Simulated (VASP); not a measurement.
The system is Sb.

```
CELL_PARAMETERS angstrom
-1.57654 1.57654 2.71194
1.57654 -1.57654 2.71194
1.57654 1.57654 -2.71194
ATOMIC_POSITIONS crystal
Sb 0.00000 0.00000 0.00000
```

- Program: VASP 6.6.1
- Task: relaxation of cell and atoms
- Functional: PBEsol
- Dispersion: D3(BJ)
- Potentials or basis: VASP PAW PBE potentials, release 64 (Sb)
- Cutoff: 600 eV
- k mesh: 12 × 12 × 12
- Occupations: fermi-dirac, width 0.05 eV
- Spin: no spin polarisation

At the start: pressure -4.4 GPa; volume 26.96 Å³/atom.

Problem. Where does the relaxation end?

Solution. Over 9 steps the energy falls by 32.7 meV/atom and the volume is 25.08 Å³/atom (-7.0 %); space group I4/mmm (No. 139, to 0.1 Å) before and after.

Step by step:
```
step  energy change (eV)  largest force (eV/Å)  pressure (GPa)  volume (Å³)
   1              0.0000                0.0000           -4.42        26.96
   2             -0.0154                0.0000            3.59        24.16
   3             -0.0262                0.0000            0.06        25.19
   4             -0.0288                0.0000            0.07        25.14
   5             -0.0325                0.0000            0.41        24.95
   6             -0.0325                0.0000            0.37        24.97
   7             -0.0325                0.0000            0.38        24.97
   8             -0.0323                0.0000           -0.55        25.27
   9             -0.0327                0.0000            0.01        25.08
```

Final structure:
```xyz
1
Lattice="-1.5680 1.5680 2.5504 1.5680 -1.5680 2.5504 1.5680 1.5680 -2.5504" Properties=species:S:1:pos:R:3 pbc="T T T"
Sb    0.0000    0.0000    0.0000
```

Caveat: the PAW data sets were made with another functional, which shifts forces and pressure a little.
